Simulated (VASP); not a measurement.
# CuSn9 in VASP: notebook

CuSn9 is run at these levels: PBE; tasks: single point.

Program: VASP 6.6.1. These are calculated values, not measurements. Logs are shortened: lines on timing, memory, paths and dates and some standing lists are left out, and cuts for length are marked.

## Step 1: The cell of the first run

The cell holds a disordered packing, 20 atoms: a = 8.404 Å, b = 8.261 Å, c = 8.174 Å, α = 86.91°, β = 92.88°, γ = 87.87°.

## Step 2: Single point, PBE

Input file INCAR:

```
SYSTEM = CuSn9
PREC = Accurate
ENCUT = 520
EDIFF = 1E-7
ISMEAR = -1
SIGMA = 0.05
LREAL = Auto
LASPH = .TRUE.
NELM = 60
ALGO = Normal
ISIF = 2
LWAVE = .FALSE.
LCHARG = .TRUE.
GGA = PE
LELF = .TRUE.
LVHAR = .TRUE.
ISYM = 0
NBANDS = 153
```

Input file KPOINTS:

```
Automatic mesh
0
Gamma
  1 1 1
  0.25 0.25 0.25
```

Input file POSCAR:

```
CuSn9
1.0
    8.3998450000      0.1576840000     -0.2106840000
    0.1576840000      8.2568420000      0.2237670000
   -0.2106840000      0.2237670000      8.1678800000
Sn Cu
18 2
Direct
    0.0484098425      0.5467590551      0.1482140465
    0.8075763678      0.0163471726      0.4722238159
    0.8962169833      0.5231550090      0.7705991949
    0.1180628546      0.1880420312      0.3707205974
    0.5042063068      0.9033278243      0.8643616513
    0.1609970433      0.2800790293      0.7392691931
    0.1360746348      0.0241727102     -0.0007286232
    0.7618654504      0.2915544251      0.1842102971
    0.3556049902      0.3360660169      0.0841356383
    0.4313526333      0.9781562172      0.3217465261
    0.4898585291      0.6630994151      0.1713033967
    0.4578671331      0.5021692928      0.8078544693
    0.7485302085      0.5776029423      0.4266649193
    0.7337861759      0.1716472482      0.8101572277
    0.8332119977      0.8807574802      0.1436558786
    0.1470577330      0.6763624078      0.4732950441
    0.1872501138      0.7380419249      0.8150848415
    0.4313008006      0.3989055112      0.4663376896
    0.0584606737     -0.0013478603      0.6806310004
    0.5095376268      0.1269455809      0.5936016682
```

Potentials or basis: VASP PAW PBE potentials, release 64 (Sn_d, Cu).

The run is started by

```
> cat potpaw_PBE.64/Sn_d/POTCAR potpaw_PBE.64/Cu/POTCAR > POTCAR
> mpirun -np 1 vasp_std > vasp.out
```

OUTCAR:

```text
SYSTEM = CuSn9
   PREC = Accurate
   ENCUT = 520
   EDIFF = 1E-7
   ISMEAR = -1
   LREAL = Auto
   LASPH = .TRUE.
   NELM = 60
   ISIF = 2
   GGA = PE
   ISYM = 0

 ion  position               nearest neighbor table
   1  0.048  0.547  0.148-  16 3.01   9 3.14  15 3.24   8 3.27   3 3.30  17 3.36   4 3.41  13 3.49

   2  0.808  0.016  0.472-  19 2.64  20 2.88  15 2.98   4 3.14   8 3.18  14 3.19  10 3.37  13 3.71

   3  0.896  0.523  0.771-   6 2.97  13 3.02  17 3.09  14 3.26   1 3.30  16 3.51  12 3.72
   4  0.118  0.188  0.371-  19 2.98   2 3.14  10 3.15   6 3.15  18 3.29   8 3.35   9 3.36   7 3.40
                             1 3.41
   5  0.504  0.903  0.864-  20 2.81  14 3.02  17 3.06  11 3.12  12 3.40   7 3.47  15 3.49
   6  0.161  0.280  0.739-  19 2.57   7 2.94   3 2.97   4 3.15  12 3.20   9 3.25  18 3.40
   7  0.136  0.024  0.999-  19 2.67  17 2.90   6 2.94  15 3.11   9 3.31   4 3.40   5 3.47  10 3.52

   8  0.762  0.292  0.184-  13 3.17   2 3.18  14 3.26   1 3.27   4 3.35  15 3.46   9 3.47  11 3.75

   9  0.356  0.336  0.084-  12 2.77  11 3.07   1 3.14  18 3.23   6 3.25   7 3.31   4 3.36  10 3.47
                             8 3.47
  10  0.431  0.978  0.322-  20 2.66  11 2.97   4 3.15   2 3.37   9 3.47   7 3.52  16 3.72  18 3.73

  11  0.490  0.663  0.171-  10 2.97  13 2.98   9 3.07   5 3.12  18 3.23  12 3.32  15 3.47   8 3.75

  12  0.458  0.502  0.808-   9 2.77  17 2.94  18 2.96   6 3.20  11 3.32   5 3.40  14 3.51   3 3.72

  13  0.749  0.578  0.427-  11 2.98   3 3.02  18 3.12   8 3.17  15 3.44  16 3.48   1 3.49   2 3.71

  14  0.734  0.172  0.810-  20 2.57   5 3.02   2 3.19   3 3.26   8 3.26  12 3.51  15 3.58
  15  0.833  0.881  0.144-   2 2.98   7 3.11   1 3.24  13 3.44   8 3.46  11 3.47   5 3.49  14 3.58

  16  0.147  0.676  0.473-  17 2.87   1 3.01  18 3.25  13 3.48   3 3.51  10 3.72
  17  0.187  0.738  0.815-  19 2.54  16 2.87   7 2.90  12 2.94   5 3.06   3 3.09   1 3.36
  18  0.431  0.399  0.466-  20 2.48  12 2.96  13 3.12   9 3.23  11 3.23  16 3.25   4 3.29   6 3.40
                            10 3.73
  19  0.058  0.999  0.681-  17 2.54   6 2.57   2 2.64   7 2.67   4 2.98
  20  0.510  0.127  0.594-  18 2.48  14 2.57  10 2.66   5 2.81   2 2.88

IMPORTANT INFORMATION: All symmetrisations will be switched off!
NOSYMM: (Re-)initialisation of all symmetry stuff for point group C_1.

----------------------------------------------------------------------------------------

                                     Primitive cell

  volume of cell :     565.4880

  direct lattice vectors                    reciprocal lattice vectors
     8.399845000  0.157684000 -0.210684000     0.119172859 -0.002360949  0.003138650
     0.157684000  8.256842000  0.223767000    -0.002360949  0.121248439 -0.003382617
    -0.210684000  0.223767000  8.167880000     0.003138650 -0.003382617  0.122604419

  length of vectors
     8.403966207  8.261378561  8.173660325     0.119237560  0.121318589  0.122691225

  position of ions in fractional coordinates (direct lattice)
     0.048409842  0.546759055  0.148214047
     0.807576368  0.016347173  0.472223816
     0.896216983  0.523155009  0.770599195
     0.118062855  0.188042031  0.370720597
     0.504206307  0.903327824  0.864361651
     0.160997043  0.280079029  0.739269193
[... 12 lines left out ...]
     0.058460674  0.998652140  0.680631000
     0.509537627  0.126945581  0.593601668

  ion indices of the primitive-cell ions
   primitive index   ion index
                 1           1
                 2           2
                 3           3
                 4           4
                 5           5
                 6           6
[... 12 lines left out ...]
                19          19
                20          20

----------------------------------------------------------------------------------------

 KPOINTS: Automatic mesh

Automatic generation of k-mesh.
 Grid dimensions read from file:
 generate k-points for:    1    1    1

 Generating k-lattice:

  Cartesian coordinates                     Fractional coordinates (reciprocal lattice)
     0.119172859 -0.002360949  0.003138650     1.000000000 -0.000000000  0.000000000
    -0.002360949  0.121248439 -0.003382617     0.000000000  1.000000000 -0.000000000
     0.003138650 -0.003382617  0.122604419     0.000000000  0.000000000  1.000000000

  Length of vectors
     0.119237560  0.121318589  0.122691225

  Shift w.r.t. Gamma in fractional coordinates (k-lattice)
     0.250000000  0.250000000  0.250000000

 Subroutine IBZKPT returns following result:
 ===========================================

 Found      1 irreducible k-points:

 Following reciprocal coordinates:
            Coordinates               Weight
  0.250000  0.250000  0.250000      2.000000
   k-points           NKPTS =      1   k-points in BZ     NKDIM =      1   number of bands    NBANDS=    153
   number of dos      NEDOS =    301   number of ions     NIONS =     20
   total plane-waves  NPLWV = 262144
   dimension x,y,z NGX =    64 NGY =   64 NGZ =   64
   dimension x,y,z NGXF=   128 NGYF=  128 NGZF=  128
   ions per type =              18   2
   NGX,Y,Z   is equivalent  to a cutoff of  12.66, 12.88, 13.02 a.u.
   NGXF,Y,Z  is equivalent  to a cutoff of  25.32, 25.76, 26.03 a.u.
 SYSTEM =  CuSn9
   PREC   = accura    normal or accurate (medium, high low for compatibility)
   ISTART =      0    job   : 0-new  1-cont  2-samecut
   ICHARG =      2    charge: 1-file 2-atom 10-const
   ISPIN  =      1    spin polarized calculation?
   LNONCOLLINEAR =      F non collinear calculations
   LSORBIT =      F    spin-orbit coupling
   LASPH  =      T    aspherical Exc in radial PAW
   ENCUT  =  520.0 eV  38.22 Ry    6.18 a.u.  15.63 15.36 15.20*2*pi/ulx,y,z
   NELM   =     60;   NELMIN=  2; NELMDL= -5     # of ELM steps
   EDIFF  = 0.1E-06   stopping-criterion for ELM
   LREAL  =      T    real-space projection
   EDIFFG = 0.1E-05   stopping-criterion for IOM
   NSW    =      0    number of steps for IOM
   IBRION =     -1    ionic relax: 0-MD 1-quasi-New 2-CG
   NFREE  =      0    steps in history (QN), initial steepest desc. (CG)
   ISIF   =      2    stress and relaxation
   ISYM   =      0    0-nonsym 1-usesym 2-fastsym
   POTIM  = 0.5000    time-step for ionic-motion
   TEBEG  =    0.0;   TEEND  =   0.0 temperature during run
   PSTRESS=    0.0 pullay stress
   NELECT =     274.0000    total number of electrons
   NUPDOWN=      -1.0000    fix difference up-down
   EMIN   =  10.00;   EMAX   =-10.00  energy-range for DOS
   EFERMI =   0.00;   METHOD = LEGACY
   ISMEAR =    -1;   SIGMA  =   0.05  broadening in eV -4-tet -1-fermi 0-gaus
   EFERMI_NEDOS =   21; number of points for ismear=-14 and -15
   IALGO  =     38    algorithm
   IMIX   =      4    mixing-type and parameters
     AMIX     =   0.40;   BMIX     =  1.00
     AMIX_MAG =   1.60;   BMIX_MAG =  1.00
  volume/ion in A,a.u.               =      28.27       190.81
  Fermi-wavevector in a.u.,A,eV,Ry     =   1.285831  2.429868 22.495346  1.653361
  Thomas-Fermi vector in A             =   2.417942
   LORBIT       =      0    0 simple, 1 ext, 2 COOP (PROOUT), +10 PAW based schemes
   GGA     = PE    functional components
   LHFCALC =     F    Hartree Fock is set to
   AEXX    =    0.0000 exact exchange contribution
   IVDW    =     0    specifies the selected vdW correction
   LEPSILON=     F    determine dielectric tensor
   LRPA    =     F    only Hartree local field effects (RPA)
 non-spin polarized calculation
  energy-cutoff  :      520.00
  volume of cell :      565.49
 maximum number of plane-waves:     15235
 NGX is ok and might be reduce to    64
   NGX = 31   NGY = 31   NGZ = 31

 number of electron     273.9999966 magnetization

 Free energy of the ion-electron system (eV)
  ---------------------------------------------------
  ext. energy  EPLUGINS =         0.00000000
  ---------------------------------------------------
  free energy    TOTEN  =       -74.61219250 eV

  energy without entropy =      -74.59087398  energy(sigma->0) =      -74.60153324

 E-fermi :   6.8751     XC(G=0):  -9.8910

 val. band max:        6.6835966984   @ k =   0.2500   0.2500   0.2500
 cond. band min:       7.0698417374   @ k =   0.2500   0.2500   0.2500
 fundamental gap:      0.3862450390
 Fermi energy:         6.8750769711

 k-point     1 :       0.2500    0.2500    0.2500
  band No.  band energies     occupation
      1     -14.8952      2.00000
      2     -14.8420      2.00000
      3     -14.8385      2.00000
      4     -14.8331      2.00000
      5     -14.8086      2.00000
      6     -14.8034      2.00000
[... 141 lines left out ...]
    148       8.9120      0.00000
    149       9.0173      0.00000
 [bands above 149 left out]

------------------------ aborting loop because EDIFF is reached ----------------------------------------

  FORCE on cell =-STRESS in cart. coord.  units (eV):
  Direction    XX          YY          ZZ          XY          YZ          ZX
  --------------------------------------------------------------------------------------
  -------------------------------------------------------------------------------------
  Total       -0.4337099      1.8099529     13.2983379     11.2775302      6.8734249     12.7606682
  in kB       -1.2288149      5.1280761     37.6777141     31.9522306     19.4742336     36.1543535
  external PRESSURE =      13.8589918 kB  Pullay stress =       0.0000000 kB

 VOLUME and BASIS-vectors are now :
 -----------------------------------------------------------------------------
  energy-cutoff  :      520.00
  volume of cell :      565.49
      direct lattice vectors                 reciprocal lattice vectors
     8.399845000  0.157684000 -0.210684000     0.119172859 -0.002360949  0.003138650
     0.157684000  8.256842000  0.223767000    -0.002360949  0.121248439 -0.003382617
    -0.210684000  0.223767000  8.167880000     0.003138650 -0.003382617  0.122604419

 POSITION                                       TOTAL-FORCE (eV/Angst)
 -----------------------------------------------------------------------------------
      0.46162      4.55530      1.32274        -0.040725      0.196139     -0.543487
      6.68660      0.36799      3.69058        -0.082103     -0.224513     -0.005892
      7.44822      4.63336      6.22241        -0.099921     -0.084552      0.213423
      0.94326      1.65421      3.04520        -0.307621     -0.196658      0.185946
      4.19559      7.73156      7.15591        -0.046145      0.299525     -0.112199
      1.24076      2.50338      6.06702        -0.007869      0.828972     -0.333571
[... 12 lines left out ...]
      0.50513      8.40723      5.77046        -0.480001      0.103183     -0.730604
      4.17499      1.26134      4.76952         0.030469     -1.115717      0.114748
 -----------------------------------------------------------------------------------
    total drift:                                0.002401     -0.007533      0.032122

  FREE ENERGIE OF THE ION-ELECTRON SYSTEM (eV)
  ---------------------------------------------------
  free  energy   TOTEN  =       -74.6121925016 eV

  energy  without entropy=      -74.5908739836  energy(sigma->0) =      -74.60153324
```

It took 2.6 min on 1 thread of Intel Xeon 6975P-C (Granite Rapids), shared host; peak memory 0.55 GiB.

Results:

```yaml
Free_energy: -74.6122 eV
Pressure: 1.4 GPa
Largest_force: 1.378 eV/Å
```

Forces on the atoms (eV/Å):
```
Sn  -0.041  0.196 -0.543
Sn  -0.082 -0.225 -0.006
Sn  -0.100 -0.085  0.213
Sn  -0.308 -0.197  0.186
Sn  -0.046  0.300 -0.112
Sn  -0.008  0.829 -0.334
Sn   0.250 -0.226  0.745
Sn  -0.033 -0.378 -0.043
Sn   0.030 -0.894  1.048
Sn  -0.012  0.430  0.382
Sn  -0.115  0.079 -0.044
Sn   0.636  0.677 -0.875
Sn   0.663  0.300  0.178
Sn   0.765  0.523  0.432
Sn  -0.418 -0.102 -0.095
Sn  -0.097  0.055 -0.256
Sn  -0.288 -0.680  0.299
Sn  -0.346  0.409 -0.560
Cu  -0.480  0.103 -0.731
Cu   0.030 -1.116  0.115
```

Stress tensor (GPa, compression positive):
```
-0.12  3.20  3.62
 3.20  0.51  1.95
 3.62  1.95  3.77
```

Levels at points of the mesh, in eV from the Fermi level:
| k point | band 133 | band 134 | band 135 | band 136 | band 137 | band 138 | band 139 | band 140 | band 141 | band 142 |
| --- | --- | --- | --- | --- | --- | --- | --- | --- | --- | --- |
| (0.25, 0.25, 0.25) | -0.90 | -0.85 | -0.67 | -0.44 | -0.19 | 0.19 | 0.33 | 0.58 | 0.74 | 0.94 |

Caveat: the k points lie up to 0.77 Å⁻¹ apart; the atoms stand as in a frame of molecular dynamics; spin-orbit coupling is left out, which moves the levels of the heavy elements.

## Step 3: Single point, PBE

Input file INCAR:

```
SYSTEM = CuSn9
PREC     = Accurate       ! precision mode
ENCUT    = 520            ! plane-wave cutoff, eV
EDIFF    = 1E-7           ! SCF threshold, eV
ISMEAR   = -1             ! smearing method
SIGMA    = 0.05           ! smearing width, eV
LREAL    = Auto         
LASPH    = .TRUE.         ! aspherical terms in the spheres
NELM     = 100            ! most SCF steps
ALGO     = Normal         ! electronic algorithm
ISIF     = 2              ! what is computed and relaxed
LWAVE    = .FALSE.        ! write WAVECAR
LCHARG   = .FALSE.        ! write CHGCAR
GGA      = PE             ! functional
ISYM     = 0            
NBANDS   = 153            ! bands
```

KPOINTS is that of step 2.

Input file POSCAR:

```
CuSn9
1.0
    8.3998450000      0.1576840000     -0.2106840000
    0.1576840000      8.2568420000      0.2237670000
   -0.2106840000      0.2237670000      8.1678800000
Sn Cu
18 2
Direct
    0.0493145931      0.5518909939      0.1461303060
    0.8082942507     -0.0025012999      0.4703632245
    0.8938916871      0.5219273303      0.7700736988
    0.1208105817      0.1763136478      0.3807360883
    0.5131437772      0.9059862515      0.8714649772
    0.1512636418      0.2877387137      0.7390591439
    0.1388345941      0.0248723870     -0.0002608256
    0.7595976887      0.2927130371      0.1875937895
    0.3428652076      0.3290702388      0.0820883942
    0.4279238876      0.9756409942      0.3250332348
    0.4978285324      0.6723343727      0.1677625358
    0.4629871029      0.5014342954      0.8139206902
    0.7507125513      0.5755199494      0.4184815094
    0.7404756440      0.1724835123      0.8143547962
    0.8284771444      0.8782515050      0.1392408035
    0.1449804652      0.6751947990      0.4789630540
    0.1853243109      0.7339353436      0.8071393504
    0.4289368914      0.4085279959      0.4601902888
    0.0488301252     -0.0085857964      0.6670636621
    0.5012244367      0.1223839950      0.5877122913
```

Potentials or basis: VASP PAW PBE potentials, release 64 (Sn_d, Cu).

The run is started by

```
> cat potpaw_PBE.64/Sn_d/POTCAR potpaw_PBE.64/Cu/POTCAR > POTCAR
> mpirun -np 1 vasp_std > vasp.out
```

It took 2.7 min on 1 thread of Intel Xeon 6975P-C (Granite Rapids), shared host; peak memory 0.55 GiB.

It converged, with:

- Free energy: -74.7014 eV
- Pressure: 1.2 GPa
- Largest force: 1.237 eV/Å

Forces on the atoms (eV/Å):
```
Sn   0.014  0.249 -0.409
Sn  -0.617 -0.046 -0.124
Sn  -0.403  0.144  0.264
Sn  -0.376  0.001  0.031
Sn  -0.310  0.270 -0.429
Sn   0.169  0.217 -0.427
Sn   0.096 -0.589  0.260
Sn  -0.002 -0.586  0.026
Sn   0.351 -0.496  1.077
Sn  -0.007  0.451  0.356
Sn  -0.449 -0.395 -0.171
Sn   0.550  0.593 -0.837
Sn   0.725  0.293  0.461
Sn   0.388  0.387 -0.042
Sn  -0.200 -0.002 -0.218
Sn  -0.179 -0.034 -0.871
Sn   0.020 -0.086  0.921
Sn  -0.272 -0.185 -0.319
Cu   0.101  0.354  0.057
Cu   0.401 -0.537  0.394
```

Stress tensor (GPa, compression positive):
```
-0.03  2.82  3.39
 2.82 -0.05  1.84
 3.39  1.84  3.79
```

Levels at points of the mesh, in eV from the Fermi level:
| k point | band 135 | band 136 | band 137 | band 138 | band 139 | band 140 |
| --- | --- | --- | --- | --- | --- | --- |
| (0.25, 0.25, 0.25) | -0.61 | -0.39 | -0.20 | 0.21 | 0.34 | 0.56 |

Caveat: the k points lie up to 0.77 Å⁻¹ apart; the atoms stand as in a frame of molecular dynamics; spin-orbit coupling is left out, which moves the levels of the heavy elements.

## Step 4: Single point, PBE

Input file INCAR:

```
PREC = Accurate ; ENCUT = 520
EDIFF = 1E-6 ; ISMEAR = -1
SIGMA = 0.05 ; LREAL = Auto
LASPH = True ; NELM = 80
ALGO = Normal ; ISIF = 2
LWAVE = False ; LCHARG = False
GGA = PE ; ISYM = 0
NBANDS = 153
```

KPOINTS is that of step 3.

Input file POSCAR:

```
CuSn9
1.0
    8.3998450000      0.1576840000     -0.2106840000
    0.1576840000      8.2568420000      0.2237670000
   -0.2106840000      0.2237670000      8.1678800000
Sn Cu
18 2
Direct
    0.0482097890      0.5596202031      0.1471820714
    0.8123163470     -0.0180011843      0.4750237673
    0.8867604151      0.5171182733      0.7716025733
    0.1236227871      0.1689129414      0.3811875543
    0.5164216843      0.9174468363      0.8706109125
    0.1424881877      0.2917031762      0.7365467461
    0.1500789687      0.0148469470      0.0041161208
    0.7615330491      0.2973810340      0.1860739589
    0.3436676923      0.3184648470      0.0905771584
    0.4239110396      0.9769355846      0.3247808891
    0.5027579277      0.6708656419      0.1647227260
    0.4744861761      0.5088151972      0.8097593984
    0.7559034770      0.5806595627      0.4103100584
    0.7472636301      0.1752699844      0.8063115340
    0.8219628105      0.8806715256      0.1302425094
    0.1426367805      0.6768561607      0.4761027604
    0.1816058523      0.7356699839      0.8077233973
    0.4177761691      0.4181770989      0.4579412919
    0.0505038542     -0.0135979817      0.6573701050
    0.5094230979      0.1128493922      0.5906077619
```

The run is started by

```
> cat potpaw_PBE.64/Sn_d/POTCAR potpaw_PBE.64/Cu/POTCAR > POTCAR
> mpirun -np 1 vasp_std > vasp.out
```

Run time: 1.8 min. Hardware: 1 thread of Intel Xeon 6975P-C (Granite Rapids), shared host; peak memory 0.55 GiB.

It converged, with:

```
Free energy   : -74.8367 eV
Pressure      : 1.1 GPa
Largest force : 1.277 eV/Å
```

Forces in eV/Å, atoms in the order of the input:
```
Sn   0.106  0.078 -0.650
Sn  -1.069 -0.029 -0.698
Sn  -0.426  0.509  0.295
Sn  -0.579  0.173  0.021
Sn  -0.530 -0.043 -0.321
Sn   0.587 -0.122 -0.190
Sn  -0.083 -0.277  0.108
Sn   0.017 -0.676  0.003
Sn   0.555  0.082  0.339
Sn   0.209  0.244  0.350
Sn  -0.634 -0.302 -0.318
Sn  -0.041  0.293 -0.164
Sn   0.586  0.130  0.695
Sn   0.367  0.361  0.058
Sn  -0.039  0.190 -0.069
Sn  -0.116  0.123 -0.499
Sn   0.310 -0.582  0.713
Sn   0.029 -0.663 -0.087
Cu   0.471  0.547  0.433
Cu   0.282 -0.039 -0.016
```

Stress tensor (GPa, compression positive):
```
 0.29  2.68  3.80
 2.68 -0.38  2.24
 3.80  2.24  3.33
```

Levels at points of the mesh, in eV from the Fermi level:
```
           k point  band 133  band 134  band 135  band 136  band 137  band 138  band 139  band 140  band 141  band 142
(0.25, 0.25, 0.25)     -1.04     -0.81     -0.53     -0.34     -0.22      0.22      0.38      0.52      0.75      0.99
```

Caveat: the k points lie up to 0.77 Å⁻¹ apart; the atoms stand as in a frame of molecular dynamics; spin-orbit coupling is left out, which moves the levels of the heavy elements.

[end of part 1 of 2]
